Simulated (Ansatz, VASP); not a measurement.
## AlN in VASP and in Ansatz

```
Al N
1.0
     3.09194    0.00000    0.00000
     0.00000    5.07428    0.00000
     0.00000    0.00000    5.42556
Al N
4 4
Direct
  0.00000 0.00177 0.33333
  0.50000 0.00177 0.83333
  0.50000 0.50177 0.16667
  0.00000 0.50177 0.66667
  0.00000 0.62023 0.33333
  0.50000 0.62023 0.83333
  0.50000 0.12023 0.16667
  0.00000 0.12023 0.66667
```

Alike in both runs: task single point; functional PBE; k mesh 6 × 4 × 4; occupations gaussian, width 0.1 eV; no spin polarisation.

|  | VASP | Ansatz |
| --- | --- | --- |
| version | VASP 6.6.1 | Ansatz 0.2.0 |
| potentials or method | VASP PAW PBE potentials, release 64 (Al, N), cutoff 600 eV | scalar-relativistic, plane waves, PAW |
| valence electrons in the cell | 32 | 32 |

```csv
,VASP,Ansatz,Ansatz less VASP
gap on the k mesh at the Fermi level (eV),4.08,4.07,-0.010
least direct gap on the mesh (eV),4.08,4.07,-0.010
pressure (GPa),-0.1,0.3,+0.39
"traceless stress, the component that is largest in VASP (GPa)",4.44,4.42,-0.014
rms of the force components (eV/Å),0.121,0.120,-0.0009
```

Atom by atom the forces differ by 0.001 eV/Å (rms over components).
